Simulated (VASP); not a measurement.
# SnO2 (P4_2/mnm) in VASP: a series of runs

SnO2 is run at these levels: r2SCAN; tasks: single point, relaxation of cell and atoms.

Program: VASP 6.6.1. These are calculated values, not measurements. Logs are shortened: lines on timing, memory, paths and dates and some standing lists are left out, and cuts for length are marked.

### Step 1. The cell of the first run

It takes space group P4_2/mnm (No. 136, tetragonal). Conventional cell: a = 4.752 Å, b = 4.752 Å, c = 3.197 Å, α = 90.00°, β = 90.00°, γ = 90.00°. Within 2.7 Å of Sn (site symmetry mmm) lie 6 O at 2.06 Å. O (site symmetry m2m) has 3 Sn at 2.06 Å and 1 O at 2.61 Å within 2.7 Å.

### Step 2. Single point, r2SCAN

Contents of POSCAR:

```
SnO2
1.0
    4.7516099880      0.0000000000      0.0000000000
    0.0000000000      4.7516099880      0.0000000000
    0.0000000000      0.0000000000      3.1970310638
Sn O
2 4
Direct
    0.5000000000      0.5000000000      0.5000000000
    0.0000000000      0.0000000000      0.0000000000
    0.1941440641      0.8058559359      0.5000000000
    0.8058559359      0.1941440641      0.5000000000
    0.3058559359      0.3058559359      0.0000000000
    0.6941440641      0.6941440641      0.0000000000
```

Contents of INCAR.step1:

```
ALGO     = Normal         # electronic algorithm
EDIFF    = 1E-4           # SCF threshold, eV
ENCUT    = 520            # plane-wave cutoff, eV
GGA      = PE             # functional
ISMEAR   = 0              # smearing method
LASPH    = T              # aspherical terms in the spheres
LCHARG   = F              # write CHGCAR
LREAL    = F              # projectors in reciprocal space
LWAVE    = T              # write WAVECAR
NBANDS   = 35             # bands
NELM     = 100            # most SCF steps
PREC     = Accurate       # precision mode
SIGMA    = 0.02           # smearing width, eV
```

Contents of INCAR.step2:

```
ALGO     = Normal         # electronic algorithm
EDIFF    = 1E-6           # SCF threshold, eV
ENCUT    = 520            # plane-wave cutoff, eV
ISIF     = 2              # what is computed and relaxed
ISMEAR   = 0              # smearing method
ISTART   = 1            
LASPH    = T              # aspherical terms in the spheres
LCHARG   = F              # write CHGCAR
LMIXTAU  = T            
LREAL    = F              # projectors in reciprocal space
LWAVE    = F              # write WAVECAR
METAGGA  = R2SCAN         # meta-GGA
NBANDS   = 35             # bands
NELM     = 100            # most SCF steps
PREC     = Accurate       # precision mode
SIGMA    = 0.02           # smearing width, eV
```

Contents of KPOINTS:

```
k-points
0
Gamma
  6 6 8
```

Potentials or basis: VASP PAW PBE potentials, release 64 (Sn_d, O).

Launch:

```sh
> cat potpaw_PBE.64/Sn_d/POTCAR potpaw_PBE.64/O/POTCAR > POTCAR
> cp INCAR.step1 INCAR
> mpirun -np 1 vasp_std > vasp.out
> cp INCAR.step2 INCAR
> mpirun -np 1 vasp_std > vasp.out
```

OUTCAR:

```text
EDIFF = 1E-6
   ENCUT = 520
   ISIF = 2
   ISMEAR = 0
   ISTART = 1
   LASPH = T
   LREAL = F
   METAGGA = R2SCAN
   NELM = 100
   PREC = Accurate

 ion  position               nearest neighbor table
   1  0.500  0.500  0.500-   3 2.06   4 2.06   5 2.06   6 2.06   5 2.06   6 2.06   2 3.72   2 3.72
                             2 3.72   2 3.72   2 3.72   2 3.72   2 3.72   2 3.72
   2  0.000  0.000  0.000-   5 2.06   6 2.06   3 2.06   4 2.06   3 2.06   4 2.06   1 3.72   1 3.72
                             1 3.72   1 3.72   1 3.72   1 3.72   1 3.72   1 3.72
   3  0.194  0.806  0.500-   1 2.06   2 2.06   2 2.06
   4  0.806  0.194  0.500-   1 2.06   2 2.06   2 2.06
   5  0.306  0.306  0.000-   2 2.06   1 2.06   1 2.06
   6  0.694  0.694  0.000-   2 2.06   1 2.06   1 2.06

  LATTYP: Found a simple tetragonal cell.
 ALAT       =     4.7516099880
 C/A-ratio  =     0.6728311187

  Lattice vectors:

 A1 = (   4.7516099880,   0.0000000000,   0.0000000000)
 A2 = (   0.0000000000,   4.7516099880,   0.0000000000)
 A3 = (   0.0000000000,   0.0000000000,   3.1970310638)

Analysis of symmetry for initial positions (statically):
=====================================================================
 Subroutine PRICEL returns:
 Original cell was already a primitive cell.

 Routine SETGRP: Setting up the symmetry group for a
 simple tetragonal supercell.

 Subroutine GETGRP returns: Found 16 space group operations
 (whereof  8 operations were pure point group operations)
 out of a pool of 16 trial point group operations.

The static configuration has the point symmetry D_2h.
 The point group associated with its full space group is D_4h.

Analysis of symmetry for dynamics (positions and initial velocities):
=====================================================================
 Subroutine PRICEL returns:
 Original cell was already a primitive cell.

 Routine SETGRP: Setting up the symmetry group for a
 simple tetragonal supercell.

 Subroutine GETGRP returns: Found 16 space group operations
 (whereof  8 operations were pure point group operations)
 out of a pool of 16 trial point group operations.

The dynamic configuration has the point symmetry D_2h.
 The point group associated with its full space group is D_4h.

 Subroutine INISYM returns: Found 16 space group operations
 (whereof  8 operations are pure point group operations),
 and found     1 'primitive' translations

----------------------------------------------------------------------------------------

                                     Primitive cell

  volume of cell :      72.1819

  direct lattice vectors                    reciprocal lattice vectors
     4.751609988  0.000000000  0.000000000     0.210454983  0.000000000  0.000000000
     0.000000000  4.751609988  0.000000000     0.000000000  0.210454983  0.000000000
     0.000000000  0.000000000  3.197031064     0.000000000  0.000000000  0.312790204

  length of vectors
     4.751609988  4.751609988  3.197031064     0.210454983  0.210454983  0.312790204

  position of ions in fractional coordinates (direct lattice)
     0.500000000  0.500000000  0.500000000
     0.000000000  0.000000000  0.000000000
     0.194144064  0.805855936  0.500000000
     0.805855936  0.194144064  0.500000000
     0.305855936  0.305855936  0.000000000
     0.694144064  0.694144064  0.000000000

  ion indices of the primitive-cell ions
   primitive index   ion index
                 1           1
                 2           2
                 3           3
                 4           4
                 5           5
                 6           6

----------------------------------------------------------------------------------------

 KPOINTS: k-points

Automatic generation of k-mesh.
 Grid dimensions read from file:
 generate k-points for:    6    6    8

 Generating k-lattice:

  Cartesian coordinates                     Fractional coordinates (reciprocal lattice)
     0.035075831  0.000000000  0.000000000     0.166666667  0.000000000  0.000000000
     0.000000000  0.035075831  0.000000000     0.000000000  0.166666667  0.000000000
     0.000000000  0.000000000  0.039098776     0.000000000  0.000000000  0.125000000

  Length of vectors
     0.035075831  0.035075831  0.039098776

  Shift w.r.t. Gamma in fractional coordinates (k-lattice)
     0.000000000  0.000000000  0.000000000

 Subroutine IBZKPT returns following result:
 ===========================================

 Found     50 irreducible k-points:

 Following reciprocal coordinates:
            Coordinates               Weight
  0.000000  0.000000  0.000000      1.000000
  0.166667  0.000000  0.000000      4.000000
  0.333333  0.000000  0.000000      4.000000
  0.500000  0.000000  0.000000      2.000000
  0.166667  0.166667  0.000000      4.000000
  0.333333  0.166667  0.000000      8.000000
[... 16 lines left out ...]
  0.333333  0.000000  0.250000      8.000000
  0.500000  0.000000  0.250000      4.000000
 [... further k-points ...]
   k-points           NKPTS =     50   k-points in BZ     NKDIM =     50   number of bands    NBANDS=     35
   number of dos      NEDOS =    301   number of ions     NIONS =      6
   total plane-waves  NPLWV =  31104
   dimension x,y,z NGX =    36 NGY =   36 NGZ =   24
   dimension x,y,z NGXF=    72 NGYF=   72 NGZF=   48
   ions per type =               2   4
   NGX,Y,Z   is equivalent  to a cutoff of  12.60, 12.60, 12.48 a.u.
   NGXF,Y,Z  is equivalent  to a cutoff of  25.19, 25.19, 24.96 a.u.
 SYSTEM =  unknown system
   PREC   = accura    normal or accurate (medium, high low for compatibility)
   ISTART =      1    job   : 0-new  1-cont  2-samecut
   ICHARG =      0    charge: 1-file 2-atom 10-const
   ISPIN  =      1    spin polarized calculation?
   LNONCOLLINEAR =      F non collinear calculations
   LSORBIT =      F    spin-orbit coupling
   LASPH  =      T    aspherical Exc in radial PAW
   ENCUT  =  520.0 eV  38.22 Ry    6.18 a.u.   8.83  8.83  5.94*2*pi/ulx,y,z
   NELM   =    100;   NELMIN=  2; NELMDL=  0     # of ELM steps
   EDIFF  = 0.1E-05   stopping-criterion for ELM
   LREAL  =      F    real-space projection
   EDIFFG = 0.1E-04   stopping-criterion for IOM
   NSW    =      0    number of steps for IOM
   IBRION =     -1    ionic relax: 0-MD 1-quasi-New 2-CG
   NFREE  =      0    steps in history (QN), initial steepest desc. (CG)
   ISIF   =      2    stress and relaxation
   ISYM   =      2    0-nonsym 1-usesym 2-fastsym
   POTIM  = 0.5000    time-step for ionic-motion
   TEBEG  =    0.0;   TEEND  =   0.0 temperature during run
   PSTRESS=    0.0 pullay stress
   NELECT =      52.0000    total number of electrons
   NUPDOWN=      -1.0000    fix difference up-down
   EMIN   =  10.00;   EMAX   =-10.00  energy-range for DOS
   EFERMI =   0.00;   METHOD = LEGACY
   ISMEAR =     0;   SIGMA  =   0.02  broadening in eV -4-tet -1-fermi 0-gaus
   EFERMI_NEDOS =   21; number of points for ismear=-14 and -15
   IALGO  =     38    algorithm
   IMIX   =      4    mixing-type and parameters
     AMIX     =   0.40;   BMIX     =  1.00
     AMIX_MAG =   1.60;   BMIX_MAG =  1.00
  volume/ion in A,a.u.               =      12.03        81.18
  Fermi-wavevector in a.u.,A,eV,Ry     =   1.467573  2.773311 29.303839  2.153771
  Thomas-Fermi vector in A             =   2.583175
   LORBIT       =      0    0 simple, 1 ext, 2 COOP (PROOUT), +10 PAW based schemes
   METAGGA = R2SCAN    functional components
   LHFCALC =     F    Hartree Fock is set to
   AEXX    =    0.0000 exact exchange contribution
   IVDW    =     0    specifies the selected vdW correction
   LEPSILON=     F    determine dielectric tensor
   LRPA    =     F    only Hartree local field effects (RPA)
 non-spin polarized calculation
 Gauss-broadening in eV      SIGMA  =   0.02
  energy-cutoff  :      520.00
  volume of cell :       72.18
 maximum number of plane-waves:      1992
 NGX is ok and might be reduce to    36
   NGX = 17   NGY = 17   NGZ = 11

 number of electron      51.9999998 magnetization

 Free energy of the ion-electron system (eV)
  ---------------------------------------------------
  ext. energy  EPLUGINS =         0.00000000
  ---------------------------------------------------
  free energy    TOTEN  =       -84.62569459 eV

  energy without entropy =      -84.62569459  energy(sigma->0) =      -84.62569459

 E-fermi :   5.8096     XC(G=0): -11.9965

 val. band max:        5.6118744636   @ k =   0.0000   0.0000   0.0000
 cond. band min:       7.4597688113   @ k =   0.0000   0.0000   0.0000
 fundamental gap:      1.8478943477
 Fermi energy:         5.8095764801

 k-point     1 :       0.0000    0.0000    0.0000
  band No.  band energies     occupation
      1     -16.1339      2.00000
      2     -15.2089      2.00000
      3     -14.8998      2.00000
      4     -14.8998      2.00000
      5     -14.8769      2.00000
      6     -14.8433      2.00000
[... 27 lines left out ...]
     34      18.7749      0.00000
     35      19.0940      0.00000

 k-point     2 :       0.1667    0.0000    0.0000
  band No.  band energies     occupation
      1     -16.0862      2.00000
      2     -15.2679      2.00000
      3     -14.8982      2.00000
      4     -14.8981      2.00000
      5     -14.8844      2.00000
      6     -14.8791      2.00000
[... 27 lines left out ...]
     34      18.7326      0.00000
     35      19.0376      0.00000

 k-point     3 :       0.3333    0.0000    0.0000
  band No.  band energies     occupation
      1     -15.9465      2.00000
      2     -15.4703      2.00000
      3     -14.9091      2.00000
      4     -14.8948      2.00000
      5     -14.8947      2.00000
      6     -14.8861      2.00000
[... 27 lines left out ...]
     34      18.7054      0.00000
     35      18.9724      0.00000
[... 723 lines left out ...]
 k-point    23 :       0.3333    0.0000    0.2500
  band No.  band energies     occupation
      1     -15.8341      2.00000
      2     -15.6704      2.00000
      3     -15.2797      2.00000
      4     -14.9927      2.00000
      5     -14.7774      2.00000
      6     -14.7711      2.00000
[... 27 lines left out ...]
     34      18.6965      0.00000
     35      18.9222      0.00000

 k-point    24 :       0.5000    0.0000    0.2500
  band No.  band energies     occupation
      1     -15.7761      2.00000
      2     -15.7761      2.00000
      3     -15.1251      2.00000
      4     -15.1251      2.00000
      5     -14.7690      2.00000
      6     -14.7690      2.00000
[... 27 lines left out ...]
     34      18.8914      0.00000
     35      19.2027      0.00000

 [... further k-points ...]
[... 5 lines left out ...]
  --------------------------------------------------------------------------------------
  -------------------------------------------------------------------------------------
  Total        0.8504133      0.8504133      1.1387915      0.0000000      0.0000000      0.0000000
  in kB       18.8760971     18.8760971     25.2770479      0.0000000      0.0000000      0.0000000
  external PRESSURE =      21.0097474 kB  Pullay stress =       0.0000000 kB

 VOLUME and BASIS-vectors are now :
 -----------------------------------------------------------------------------
  energy-cutoff  :      520.00
  volume of cell :       72.18
      direct lattice vectors                 reciprocal lattice vectors
     4.751609988  0.000000000  0.000000000     0.210454983  0.000000000  0.000000000
     0.000000000  4.751609988  0.000000000     0.000000000  0.210454983  0.000000000
     0.000000000  0.000000000  3.197031064     0.000000000  0.000000000  0.312790204

 POSITION                                       TOTAL-FORCE (eV/Angst)
 -----------------------------------------------------------------------------------
      2.37580      2.37580      1.59852        -0.000000      0.000000     -0.000000
      0.00000      0.00000      0.00000        -0.000000      0.000000     -0.000000
      0.92250      3.82911      1.59852         0.023886     -0.023886     -0.000000
      3.82911      0.92250      1.59852        -0.023886      0.023886     -0.000000
      1.45331      1.45331      0.00000        -0.023886     -0.023886      0.000000
      3.29830      3.29830      0.00000         0.023886      0.023886     -0.000000
 -----------------------------------------------------------------------------------
    total drift:                                0.000000      0.000000      0.000000

  FREE ENERGIE OF THE ION-ELECTRON SYSTEM (eV)
  ---------------------------------------------------
  free  energy   TOTEN  =       -84.6256945880 eV

  energy  without entropy=      -84.6256945880  energy(sigma->0) =      -84.62569459
```

Run time: 7 min. Hardware: 1 thread of Intel Xeon 8259CL, shared host; peak memory 0.24 GiB.

What came out:

```
Free energy            : -84.6257 eV
Pressure               : 2.1 GPa
Largest force          : 0.034 eV/Å
Band gap on the k mesh : 1.85 eV
```

Forces in eV/Å, atoms in the order of the input:
```
Sn   0.000  0.000  0.000
Sn   0.000  0.000  0.000
O    0.024 -0.024  0.000
O   -0.024  0.024  0.000
O   -0.024 -0.024  0.000
O    0.024  0.024  0.000
```

Caveat: the PAW data sets were made with another functional, which shifts forces and pressure a little; spin-orbit coupling is left out, which moves the levels of the heavy elements.

### Step 3. Single point, r2SCAN

POSCAR is that of step 2.

Contents of INCAR.step1:

```
SYSTEM = SnO2
ALGO = Normal
EDIFF = 1E-4
ENCUT = 520
GGA = PE
ISMEAR = 0
LASPH = .TRUE.
LCHARG = .FALSE.
LREAL = .FALSE.
LWAVE = .TRUE.
NBANDS = 35
NELM = 80
PREC = Accurate
SIGMA = 0.02
```

Contents of INCAR.step2:

```
SYSTEM = SnO2
ALGO = Normal
EDIFF = 1E-6
ENCUT = 520
ISIF = 2
ISMEAR = 0
ISTART = 1
LASPH = .TRUE.
LCHARG = .TRUE.
LELF = .TRUE.
LMIXTAU = .TRUE.
LREAL = .FALSE.
LVHAR = .TRUE.
LWAVE = .FALSE.
METAGGA = R2SCAN
NBANDS = 35
NELM = 80
PREC = Accurate
SIGMA = 0.02
```

Contents of KPOINTS:

```
k-points
0
G
  6 6 8
  0 0 0
```

Potentials or basis: VASP PAW PBE potentials, release 64 (Sn_d, O).

Launch:

```sh
> cat potpaw_PBE.64/Sn_d/POTCAR potpaw_PBE.64/O/POTCAR > POTCAR
> cp INCAR.step1 INCAR
> mpirun -np 1 vasp_std > vasp.out
> cp INCAR.step2 INCAR
> mpirun -np 1 vasp_std > vasp.out
```

OUTCAR:

```text
SYSTEM = SnO2
   EDIFF = 1E-6
   ENCUT = 520
   ISIF = 2
   ISMEAR = 0
   ISTART = 1
   LASPH = .TRUE.
   LREAL = .FALSE.
   METAGGA = R2SCAN
   NELM = 80
   PREC = Accurate

 ion  position               nearest neighbor table
   1  0.500  0.500  0.500-   3 2.06   4 2.06   5 2.06   6 2.06   5 2.06   6 2.06   2 3.72   2 3.72
                             2 3.72   2 3.72   2 3.72   2 3.72   2 3.72   2 3.72
   2  0.000  0.000  0.000-   5 2.06   6 2.06   3 2.06   4 2.06   3 2.06   4 2.06   1 3.72   1 3.72
                             1 3.72   1 3.72   1 3.72   1 3.72   1 3.72   1 3.72
   3  0.194  0.806  0.500-   1 2.06   2 2.06   2 2.06
   4  0.806  0.194  0.500-   1 2.06   2 2.06   2 2.06
   5  0.306  0.306  0.000-   2 2.06   1 2.06   1 2.06
   6  0.694  0.694  0.000-   2 2.06   1 2.06   1 2.06

  LATTYP: Found a simple tetragonal cell.
 ALAT       =     4.7516099880
 C/A-ratio  =     0.6728311187

  Lattice vectors:

 A1 = (   4.7516099880,   0.0000000000,   0.0000000000)
 A2 = (   0.0000000000,   4.7516099880,   0.0000000000)
 A3 = (   0.0000000000,   0.0000000000,   3.1970310638)

[... 181 lines left out ...]
  free energy    TOTEN  =       -84.62569459 eV

  energy without entropy =      -84.62569459  energy(sigma->0) =      -84.62569459

 E-fermi :   5.8096     XC(G=0): -11.9965

 val. band max:        5.6118744636   @ k =   0.0000   0.0000   0.0000
 cond. band min:       7.4597688113   @ k =   0.0000   0.0000   0.0000
 fundamental gap:      1.8478943477
 Fermi energy:         5.8095764801

 k-point     1 :       0.0000    0.0000    0.0000
  band No.  band energies     occupation
      1     -16.1339      2.00000
      2     -15.2089      2.00000
      3     -14.8998      2.00000
      4     -14.8998      2.00000
      5     -14.8769      2.00000
      6     -14.8433      2.00000
[... 901 lines left out ...]
     34      18.8914      0.00000
     35      19.2027      0.00000

 [... further k-points ...]
[... 5 lines left out ...]
  --------------------------------------------------------------------------------------
  -------------------------------------------------------------------------------------
  Total        0.8504133      0.8504133      1.1387915      0.0000000      0.0000000      0.0000000
  in kB       18.8760971     18.8760971     25.2770479      0.0000000      0.0000000      0.0000000
  external PRESSURE =      21.0097474 kB  Pullay stress =       0.0000000 kB

 VOLUME and BASIS-vectors are now :
 -----------------------------------------------------------------------------
  energy-cutoff  :      520.00
  volume of cell :       72.18
      direct lattice vectors                 reciprocal lattice vectors
     4.751609988  0.000000000  0.000000000     0.210454983  0.000000000  0.000000000
     0.000000000  4.751609988  0.000000000     0.000000000  0.210454983  0.000000000
     0.000000000  0.000000000  3.197031064     0.000000000  0.000000000  0.312790204

 POSITION                                       TOTAL-FORCE (eV/Angst)
 -----------------------------------------------------------------------------------
      2.37580      2.37580      1.59852        -0.000000      0.000000     -0.000000
      0.00000      0.00000      0.00000        -0.000000      0.000000     -0.000000
      0.92250      3.82911      1.59852         0.023886     -0.023886     -0.000000
      3.82911      0.92250      1.59852        -0.023886      0.023886     -0.000000
      1.45331      1.45331      0.00000        -0.023886     -0.023886      0.000000
      3.29830      3.29830      0.00000         0.023886      0.023886     -0.000000
 -----------------------------------------------------------------------------------
    total drift:                                0.000000      0.000000      0.000000

  FREE ENERGIE OF THE ION-ELECTRON SYSTEM (eV)
  ---------------------------------------------------
  free  energy   TOTEN  =       -84.6256945880 eV

  energy  without entropy=      -84.6256945880  energy(sigma->0) =      -84.62569459
```

Wall time 8 min (1 thread of Intel Xeon 8259CL, shared host); peak memory 0.25 GiB.

Results:

| Property | Result |
| --- | --- |
| Free energy | -84.6257 eV |
| Pressure | 2.1 GPa |
| Largest force | 0.034 eV/Å |
| Band gap on the k mesh | 1.85 eV |

Forces in eV/Å, atoms in the order of the input:
```
Sn   0.000  0.000  0.000
Sn   0.000  0.000  0.000
O    0.024 -0.024  0.000
O   -0.024  0.024  0.000
O   -0.024 -0.024  0.000
O    0.024  0.024  0.000
```

Caveat: the PAW data sets were made with another functional, which shifts forces and pressure a little; spin-orbit coupling is left out, which moves the levels of the heavy elements.

[end of part 1 of 2]
